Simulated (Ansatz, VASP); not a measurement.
One calculation of HfC, two programs

The input INCAR:

```
PREC     = Accurate       # precision mode
ENCUT    = 600            # plane-wave cutoff, eV
EDIFF    = 1E-6           # SCF threshold, eV
ISMEAR   = 0              # smearing method
SIGMA    = 0.1            # smearing width, eV
LREAL    = F              # projectors in reciprocal space
LASPH    = T              # aspherical terms in the spheres
NELM     = 120            # most SCF steps
ALGO     = Normal         # electronic algorithm
ISIF     = 2              # what is computed and relaxed
LWAVE    = F              # write WAVECAR
LCHARG   = F              # write CHGCAR
GGA      = PE             # functional
NBANDS   = 14             # bands
GGA_COMPAT= F
```

Contents of KPOINTS:

```
Automatic mesh
0
Gamma
  16 16 16
```

Contents of POSCAR:

```
HfC
1.0
    0.0000000000      2.3100000000      2.3100000000
    2.3100000000      0.0000000000      2.3100000000
    2.3100000000      2.3100000000      0.0000000000
Hf C
1 1
Direct
    0.0000000000      0.0000000000      0.0000000000
    0.5000000000      0.5000000000      0.5000000000
```

Input for Ansatz:

```yaml
crystal:
  lattice:
    - [0.0, 2.31, 2.31]
    - [2.31, 0.0, 2.31]
    - [2.31, 2.31, 0.0]
  atoms:
    - { symbol: Hf, position: [0.0, 0.0, 0.0] }
    - { symbol: C, position: [0.5, 0.5, 0.5] }
basis:
  ecutwfc: 420
kpoints:
  mp_grid: { grid: [16, 16, 16] }
  band_path:
    path:
      - [[0.0, 0.0, 0.0], [0.5, 0.0, 0.5], [0.625, 0.25, 0.625]]
      - [[0.375, 0.375, 0.75], [0.0, 0.0, 0.0], [0.5, 0.5, 0.5], [0.5, 0.25, 0.75], [0.5, 0.0, 0.5]]
    npoints: 10
hamiltonian:
  xc: pbe
  pseudopotentials: { kind: paw, azcp: { folder: soft_1 } }
scf:
  occupations: { method: gaussian, width: 0.1 }
  n_extra_bands: 7
output:
  forces: true
  stress: true
  eigenvalues: true
  dos: { projected: false, de: 0.02, nscf_kmesh: { grid: [24, 24, 24] } }
  write_density: true
  write_potential: true
  elf: true
  volumetric_format: npy
```

Alike in both runs: task single point; functional PBE; k mesh 16 × 16 × 16; occupations gaussian, width 0.1 eV; no spin polarisation.

```csv
,VASP,Ansatz
version,VASP 6.6.1,Ansatz 0.2.0
potentials or method,"VASP PAW PBE potentials, release 64 (Hf_pv, C), cutoff 600 eV","scalar-relativistic, plane waves, PAW"
valence electrons in the cell,14,30
```

```csv
,VASP,Ansatz,Ansatz less VASP
gap on the k mesh at the Fermi level (eV),none,none,-
pressure (GPa),4.3,5.0,+0.70
```

A gap of «none» marks a metal or a gap that the smearing closes. With one functional, cell and mesh, what is left measures potentials, basis and numerics. VASP's potentials hold 14 valence electrons a cell and Ansatz's 30, so a difference there can come from the potentials and not from the codes.

Spin-orbit coupling is off throughout.
